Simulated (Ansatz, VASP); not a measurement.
## PbS in VASP and in Ansatz

```xyz
2
Lattice="0.0000 2.9706 2.9706 2.9706 0.0000 2.9706 2.9706 2.9706 0.0000" Properties=species:S:1:pos:R:3 pbc="T T T"
Pb    0.0000    0.0000    0.0000
S     2.9706    2.9706    2.9706
```

Alike in both runs: task single point; functional HSE06; k mesh 4 × 4 × 4; no spin polarisation.

|  | VASP | Ansatz |
| --- | --- | --- |
| version | VASP 6.6.1 | Ansatz 0.2.0 |
| potentials or method | VASP PAW PBE potentials, release 64 (Pb_d, S) | plane waves, PAW |
| plane-wave cutoff (eV) | 520 | 420 |
| occupations | gaussian, width 0.01 eV | fixed |
| valence electrons in the cell | 20 | 20 |

Ansatz gave:

```
gap on the k mesh at the Fermi level (eV) : 0.81
pressure (GPa)                            : 0.9
```

What did VASP give for the same quantities?

gap on the k mesh at the Fermi level (eV): 0.82; pressure (GPa): 0.8.

Ansatz's warnings: stress exchange threshold loose, stress scf threshold loose.

The k mesh is coarse, so the values compare programs but aren't converged. Neither program's run includes spin-orbit coupling.
